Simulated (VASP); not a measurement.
# Ge4MoW (P4/mmm) in VASP: a series of runs

The runs below take Ge4MoW through single point, relaxation of shape and atoms at fixed volume, with PBE.

Everything below comes from runs of VASP 6.6.1. Logs are shortened: lines on timing, memory, paths and dates and some standing lists are left out, and cuts for length are marked.

## Step 1: The cell of the first run

Symmetry: P4/mmm, No. 123, tetragonal system. The conventional cell has a = 3.198 Å, b = 3.198 Å, c = 7.953 Å, α = 90.00°, β = 90.00°, γ = 90.00°. Within 3.5 Å of Ge (site symmetry 4mm) lie 4 W at 2.62 Å and 9 Ge at 2.63 to 3.20 Å and 1 Mo at 2.66 Å. Ge (site symmetry 4mm) has 9 Ge at 2.60 to 3.20 Å and 4 Mo at 2.61 Å and 1 W at 2.68 Å within 3.4 Å. Within 3.4 Å of Mo (site symmetry 4/mmm) lie 10 Ge at 2.61 to 2.66 Å and 4 Mo at 3.20 Å. Within 3.5 Å of W (site symmetry 4/mmm) lie 10 Ge at 2.62 to 2.68 Å and 4 W at 3.20 Å.

## Step 2: Single point, PBE (13.56 Å³/atom)

The input, INCAR:

```
SYSTEM = Ge4MoW
PREC = Accurate ; ENCUT = 520
EDIFF = 1E-7 ; ISMEAR = 0
SIGMA = 0.1 ; LREAL = .False.
LASPH = .True. ; NELM = 100
ALGO = Normal ; ISIF = 2
LWAVE = .False. ; LCHARG = .False.
GGA = PE ; NBANDS = 51
```

The input, KPOINTS:

```
Automatic mesh
0
Gamma
  12 12 6
  0 0 0
```

The input, POSCAR:

```
Ge4MoW
1.0
    3.1982843312      0.0000000000      0.0000000000
    0.0000000000      3.1982843312      0.0000000000
    0.0000000000      0.0000000000      7.9530993391
Ge Mo W
4 1 1
Direct
    0.0000000000      0.0000000000      0.6652535739
    0.5000000000      0.5000000000      0.1633267443
    0.0000000000      0.0000000000      0.3347464261
    0.5000000000      0.5000000000      0.8366732557
    0.0000000000      0.0000000000      0.0000000000
    0.5000000000      0.5000000000      0.5000000000
```

Potentials or basis: VASP PAW PBE potentials, release 64 (Ge_d, Mo_sv, W_sv).

Started as:

```
$ cat potpaw_PBE.64/Ge_d/POTCAR potpaw_PBE.64/Mo_sv/POTCAR potpaw_PBE.64/W_sv/POTCAR > POTCAR
$ mpirun -np 1 vasp_std > vasp.out
```

OUTCAR:

```text
SYSTEM = Ge4MoW
   PREC = Accurate
   ENCUT = 520
   EDIFF = 1E-7
   ISMEAR = 0
   LREAL = .False.
   LASPH = .True.
   NELM = 100
   ISIF = 2
   GGA = PE

 ion  position               nearest neighbor table
   1  0.000  0.000  0.665-   6 2.62   6 2.62   6 2.62   6 2.62   3 2.63   4 2.64   4 2.64   4 2.64
                             4 2.64   5 2.66
   2  0.500  0.500  0.163-   4 2.60   5 2.61   5 2.61   5 2.61   5 2.61   3 2.64   3 2.64   3 2.64
                             3 2.64   6 2.68
   3  0.000  0.000  0.335-   6 2.62   6 2.62   6 2.62   6 2.62   1 2.63   2 2.64   2 2.64   2 2.64
                             2 2.64   5 2.66
   4  0.500  0.500  0.837-   2 2.60   5 2.61   5 2.61   5 2.61   5 2.61   1 2.64   1 2.64   1 2.64
                             1 2.64   6 2.68
   5  0.000  0.000  0.000-   2 2.61   4 2.61   2 2.61   4 2.61   2 2.61   4 2.61   2 2.61   4 2.61
                             3 2.66   1 2.66
   6  0.500  0.500  0.500-   1 2.62   3 2.62   1 2.62   3 2.62   1 2.62   3 2.62   1 2.62   3 2.62
                             2 2.68   4 2.68

  LATTYP: Found a simple tetragonal cell.
 ALAT       =     3.1982843312
 C/A-ratio  =     2.4866767665

  Lattice vectors:

 A1 = (   3.1982843312,   0.0000000000,   0.0000000000)
 A2 = (   0.0000000000,   3.1982843312,   0.0000000000)
 A3 = (   0.0000000000,   0.0000000000,   7.9530993391)

Analysis of symmetry for initial positions (statically):
=====================================================================
 Subroutine PRICEL returns:
 Original cell was already a primitive cell.

 Routine SETGRP: Setting up the symmetry group for a
 simple tetragonal supercell.

 Subroutine GETGRP returns: Found 16 space group operations
 (whereof 16 operations were pure point group operations)
 out of a pool of 16 trial point group operations.

The static configuration has the point symmetry D_4h.

Analysis of symmetry for dynamics (positions and initial velocities):
=====================================================================
 Subroutine PRICEL returns:
 Original cell was already a primitive cell.

 Routine SETGRP: Setting up the symmetry group for a
 simple tetragonal supercell.

 Subroutine GETGRP returns: Found 16 space group operations
 (whereof 16 operations were pure point group operations)
 out of a pool of 16 trial point group operations.

The dynamic configuration has the point symmetry D_4h.

[... 102 lines left out ...]
   LSORBIT =      F    spin-orbit coupling
   LASPH  =      T    aspherical Exc in radial PAW
   ENCUT  =  520.0 eV  38.22 Ry    6.18 a.u.   5.95  5.95 14.79*2*pi/ulx,y,z
   NELM   =    100;   NELMIN=  2; NELMDL= -5     # of ELM steps
   EDIFF  = 0.1E-06   stopping-criterion for ELM
   LREAL  =      F    real-space projection
   EDIFFG = 0.1E-05   stopping-criterion for IOM
   NSW    =      0    number of steps for IOM
   IBRION =     -1    ionic relax: 0-MD 1-quasi-New 2-CG
   NFREE  =      0    steps in history (QN), initial steepest desc. (CG)
   ISIF   =      2    stress and relaxation
   ISYM   =      2    0-nonsym 1-usesym 2-fastsym
   POTIM  = 0.5000    time-step for ionic-motion
   TEBEG  =    0.0;   TEEND  =   0.0 temperature during run
   PSTRESS=    0.0 pullay stress
   NELECT =      84.0000    total number of electrons
   NUPDOWN=      -1.0000    fix difference up-down
   EMIN   =  10.00;   EMAX   =-10.00  energy-range for DOS
   EFERMI =   0.00;   METHOD = LEGACY
   ISMEAR =     0;   SIGMA  =   0.10  broadening in eV -4-tet -1-fermi 0-gaus
   EFERMI_NEDOS =   21; number of points for ismear=-14 and -15
   IALGO  =     38    algorithm
   IMIX   =      4    mixing-type and parameters
     AMIX     =   0.40;   BMIX     =  1.00
     AMIX_MAG =   1.60;   BMIX_MAG =  1.00
  volume/ion in A,a.u.               =      13.56        91.50
  Fermi-wavevector in a.u.,A,eV,Ry     =   1.654669  3.126871 37.251783  2.737929
  Thomas-Fermi vector in A             =   2.742897
   LORBIT       =      0    0 simple, 1 ext, 2 COOP (PROOUT), +10 PAW based schemes
   GGA     = PE    functional components
   LHFCALC =     F    Hartree Fock is set to
   AEXX    =    0.0000 exact exchange contribution
   IVDW    =     0    specifies the selected vdW correction
   LEPSILON=     F    determine dielectric tensor
   LRPA    =     F    only Hartree local field effects (RPA)
 non-spin polarized calculation
 Gauss-broadening in eV      SIGMA  =   0.10
  energy-cutoff  :      520.00
  volume of cell :       81.35
 maximum number of plane-waves:      2236
 NGX is ok and might be reduce to    24
   NGX = 11   NGY = 11   NGZ = 29

 number of electron      83.9999954 magnetization

 Free energy of the ion-electron system (eV)
  ---------------------------------------------------
  ext. energy  EPLUGINS =         0.00000000
  ---------------------------------------------------
  free energy    TOTEN  =       -41.23109106 eV

  energy without entropy =      -41.22607156  energy(sigma->0) =      -41.22858131

 E-fermi :  11.9681     XC(G=0): -13.5142

 val. band max:       11.9670953449   @ k =   0.5000   0.2500   0.5000
 cond. band min:      11.9796854510   @ k =   0.0833   0.0000   0.3333
 fundamental gap:      0.0125901060
 Fermi energy:        11.9680937150

 k-point     1 :       0.0000    0.0000    0.0000
  band No.  band energies     occupation
      1     -61.9034      2.00000
      2     -48.8436      2.00000
      3     -26.2376      2.00000
      4     -26.1572      2.00000
      5     -26.1572      2.00000
      6     -23.0614      2.00000
[... 1285 lines left out ...]
     50      16.3926      0.00000
     51      17.3181      0.00000

 [... further k-points ...]
[... 5 lines left out ...]
  --------------------------------------------------------------------------------------
  -------------------------------------------------------------------------------------
  Total       14.8913497     14.8913497     14.9514542      0.0000000      0.0000000      0.0000000
  in kB      293.2743614    293.2743614    294.4580763      0.0000000      0.0000000      0.0000000
  external PRESSURE =     293.6689330 kB  Pullay stress =       0.0000000 kB

 VOLUME and BASIS-vectors are now :
 -----------------------------------------------------------------------------
  energy-cutoff  :      520.00
  volume of cell :       81.35
      direct lattice vectors                 reciprocal lattice vectors
     3.198284331  0.000000000  0.000000000     0.312667636  0.000000000  0.000000000
     0.000000000  3.198284331  0.000000000     0.000000000  0.312667636  0.000000000
     0.000000000  0.000000000  7.953099339     0.000000000  0.000000000  0.125737144

 POSITION                                       TOTAL-FORCE (eV/Angst)
 -----------------------------------------------------------------------------------
      0.00000      0.00000      5.29083        -0.000000      0.000000      0.005306
      1.59914      1.59914      1.29895        -0.000000     -0.000000      0.002618
      0.00000      0.00000      2.66227        -0.000000      0.000000     -0.005306
      1.59914      1.59914      6.65415         0.000000     -0.000000     -0.002618
      0.00000      0.00000      0.00000        -0.000000      0.000000      0.000000
      1.59914      1.59914      3.97655        -0.000000      0.000000      0.000000
 -----------------------------------------------------------------------------------
    total drift:                                0.000000     -0.000000      0.000000

  FREE ENERGIE OF THE ION-ELECTRON SYSTEM (eV)
  ---------------------------------------------------
  free  energy   TOTEN  =       -41.2310910646 eV

  energy  without entropy=      -41.2260715648  energy(sigma->0) =      -41.22858131
```

Run time: 11 min. Hardware: 1 thread of Intel Xeon 8259CL, shared host; peak memory 0.48 GiB.

Results:

| Property | Result |
| --- | --- |
| Free energy | -41.2311 eV |
| Pressure | 29.4 GPa |
| Largest force | 0.005 eV/Å |
| Band gap on the k mesh | zero (bands 42 and 43 overlap by 1.17 eV) |

Forces in eV/Å, atoms in the order of the input:
```
Ge   0.000  0.000  0.005
Ge   0.000  0.000  0.003
Ge   0.000  0.000 -0.005
Ge   0.000  0.000 -0.003
Mo   0.000  0.000  0.000
W    0.000  0.000  0.000
```

Caveat: the cell stands under pressure; spin-orbit coupling is left out, which moves the levels of the heavy elements.

## Step 3: Single point, PBE (14.02 Å³/atom)

This run uses another cell than the first one, of 14.02 Å³/atom.

The input, INCAR:

```
PREC = Accurate
ENCUT = 520
EDIFF = 1E-6
ISMEAR = 0
SIGMA = 0.1
LREAL = False
LASPH = True
NELM = 100
ALGO = Normal
ISIF = 2
LWAVE = False
LCHARG = True
GGA = PE
LELF = True
LVHAR = True
NBANDS = 51
```

The input, KPOINTS:

```
regular mesh
0
Gamma
  12 12 6
```

The input, POSCAR:

```
Ge4MoW
1.0
    3.2353368744      0.0000000000      0.0000000000
    0.0000000000      3.2353368744      0.0000000000
    0.0000000000      0.0000000000      8.0369312432
Ge Mo W
4 1 1
Direct
    0.0000000000      0.0000000000      0.6646780898
    0.5000000000      0.5000000000      0.1629152146
    0.0000000000      0.0000000000      0.3353219102
    0.5000000000      0.5000000000      0.8370847854
    0.0000000000      0.0000000000      0.0000000000
    0.5000000000      0.5000000000      0.5000000000
```

Potentials or basis: VASP PAW PBE potentials, release 64 (Ge_d, Mo_sv, W_sv).

Started as:

```
$ cat potpaw_PBE.64/Ge_d/POTCAR potpaw_PBE.64/Mo_sv/POTCAR potpaw_PBE.64/W_sv/POTCAR > POTCAR
$ mpirun -np 1 vasp_std > vasp.out
```

Wall time 12 min (1 thread of Intel Xeon 8259CL, shared host); peak memory 0.49 GiB.

The run converged. Its results:

| Property | Result |
| --- | --- |
| Free energy | -41.6584 eV |
| Pressure | 20.1 GPa |
| Largest force | 0.004 eV/Å |
| Band gap on the k mesh | zero (bands 42 and 43 overlap by 1.16 eV) |

Forces on the atoms (eV/Å):
```
Ge   0.000  0.000  0.004
Ge   0.000  0.000  0.002
Ge   0.000  0.000 -0.004
Ge   0.000  0.000 -0.002
Mo   0.000  0.000  0.000
W    0.000  0.000  0.000
```

Stress tensor (GPa, compression positive):
```
20.08  0.00  0.00
 0.00 20.08  0.00
 0.00  0.00 20.18
```

Levels at points of the mesh, in eV from the Fermi level:
```
           k point  band 39  band 40  band 41  band 42  band 43  band 44  band 45  band 46
(0.00, 0.00, 0.00)    -0.62    -0.62    -0.56    -0.56     0.42     0.86     2.86     3.37
(0.50, 0.00, 0.00)    -2.48    -2.47    -0.43    -0.20     1.80     2.41     2.73     3.07
(0.50, 0.50, 0.00)    -3.11    -3.11    -1.27    -1.27     2.05     2.36     2.78     2.81
(0.00, 0.00, 0.50)    -2.14    -2.14     0.42     0.78     0.86     0.99     1.61     1.61
(0.50, 0.00, 0.50)    -2.53    -2.51    -0.24     0.00     2.00     2.56     3.14     3.48
(0.50, 0.50, 0.50)    -2.24    -2.24    -2.08    -2.08    -0.30    -0.28     2.05     2.81
```

Caveat: the cell stands under pressure; spin-orbit coupling is left out, which moves the levels of the heavy elements.

## Step 4: Relaxation of shape and atoms at fixed volume, PBE (14.48 Å³/atom)

This run uses another cell than the first one, of 14.48 Å³/atom.

The input, INCAR:

```
ALGO = Fast
EDIFF = 1E-6
EDIFFG = -0.01
ENCUT = 600
GGA = PE
IBRION = 2
ISIF = 4
ISMEAR = 0
LASPH = True
LCHARG = False
LREAL = False
LWAVE = False
NELM = 80
NSW = 50
PREC = Accurate
SIGMA = 0.1
```

The input, KPOINTS:

```
k-points
0
Gamma
  12 12 6
```

The input, POSCAR:

```
Ge4MoW
1.0
    3.2717250550      0.0000000000      0.0000000000
    0.0000000000      3.2717250550      0.0000000000
    0.0000000000      0.0000000000      8.1182445502
Ge Mo W
4 1 1
Direct
    0.0000000000      0.0000000000      0.6634273415
    0.5000000000      0.5000000000      0.1619907442
    0.0000000000      0.0000000000      0.3365726585
    0.5000000000      0.5000000000      0.8380092558
    0.0000000000      0.0000000000      0.0000000000
    0.5000000000      0.5000000000      0.5000000000
```

Started as:

```
$ cat potpaw_PBE.64/Ge_d/POTCAR potpaw_PBE.64/Mo_sv/POTCAR potpaw_PBE.64/W_sv/POTCAR > POTCAR
$ mpirun -np 1 vasp_std > vasp.out
```

Run time: 34 min. Hardware: 1 thread of Oxide Virtual Turin-like, shared host; peak memory 0.59 GiB.

It converged, with:

- Free energy: -41.9391 eV
- Energy gained by relaxing: 0.2 meV/atom
- Ionic steps: 5
- Pressure after relaxing: 12.3 GPa
- Band gap on the k mesh: zero (bands 42 and 43 overlap by 1.16 eV)

Forces on the atoms (eV/Å):
```
Ge   0.000  0.000 -0.002
Ge   0.000  0.000 -0.001
Ge   0.000  0.000  0.002
Ge   0.000  0.000  0.001
Mo   0.000  0.000  0.000
W    0.000  0.000  0.000
```

The path:
| step | energy change (eV) | largest force (eV/Å) | pressure (GPa) | volume (Å³) |
| --- | --- | --- | --- | --- |
| 1 | 0.0000 | 0.1197 | 12.44 | 86.90 |
| 2 | -0.0010 | 0.0111 | 12.29 | 86.90 |
| 3 | -0.0010 | 0.0108 | 12.34 | 86.90 |
| 4 | -0.0010 | 0.0054 | 12.32 | 86.90 |
| 5 | -0.0011 | 0.0024 | 12.32 | 86.90 |

Final structure:
```cif
data_structure
_symmetry_space_group_name_H-M 'P 1'
_symmetry_Int_Tables_number 1
_cell_length_a 3.2709
_cell_length_b 3.2709
_cell_length_c 8.1221
_cell_angle_alpha 90.000
_cell_angle_beta 90.000
_cell_angle_gamma 90.000
_cell_volume 86.90
loop_
_atom_site_label
_atom_site_type_symbol
_atom_site_fract_x
_atom_site_fract_y
_atom_site_fract_z
_atom_site_occupancy
Ge1 Ge 0.00000 0.00000 0.66410 1
Ge2 Ge 0.50000 0.50000 0.16248 1
Ge3 Ge 0.00000 0.00000 0.33590 1
Ge4 Ge 0.50000 0.50000 0.83752 1
Mo1 Mo 0.00000 0.00000 0.00000 1
W1 W 0.50000 0.50000 0.50000 1
```

Levels at points of the mesh, in eV from the Fermi level:
```tsv
k point	band 40	band 41	band 42	band 43	band 44	band 45
(0.00, 0.00, 0.00)	-0.57	-0.53	-0.53	0.40	0.82	2.72
(0.50, 0.00, 0.00)	-2.37	-0.39	-0.17	1.74	2.32	2.56
(0.50, 0.50, 0.00)	-2.97	-1.27	-1.27	1.95	2.23	2.62
(0.00, 0.00, 0.50)	-2.04	0.40	0.64	0.82	0.87	1.56
(0.50, 0.00, 0.50)	-2.42	-0.21	0.02	1.91	2.44	2.94
(0.50, 0.50, 0.50)	-2.18	-2.01	-2.01	-0.35	-0.29	1.95
```

Caveat: spin-orbit coupling is left out, which moves the levels of the heavy elements.

## Step 5: Summary

| task | cell | cutoff (eV) | gap on the mesh (eV) | pressure (GPa) |
| --- | --- | --- | --- | --- |
| single point | a = 3.198, b = 3.198, c = 7.953 Å, 6 atoms, atomic positions A | 520 | none | 29.4 |
| single point | a = 3.235, b = 3.235, c = 8.037 Å, 6 atoms, atomic positions B | 520 | none | 20.1 |
| relaxation of shape and atoms at fixed volume | relaxed from a = 3.272, b = 3.272, c = 8.118 Å, 6 atoms, atomic positions C | 600 | none | 12.3 |

Alike in all rows: level PBE; potentials or basis VASP PAW PBE potentials, release 64 (Ge_d, Mo_sv, W_sv); no spin polarisation; k mesh 12 × 12 × 6; smearing gaussian 0.1 eV.

Caveats: spin-orbit coupling is left out, which moves the levels of the heavy elements; the cell stands under pressure (at least some runs).

Absolute energies hang on the potentials; compare differences alone.

The gap in the log of VASP goes by the Fermi energy; the results here count the filled bands.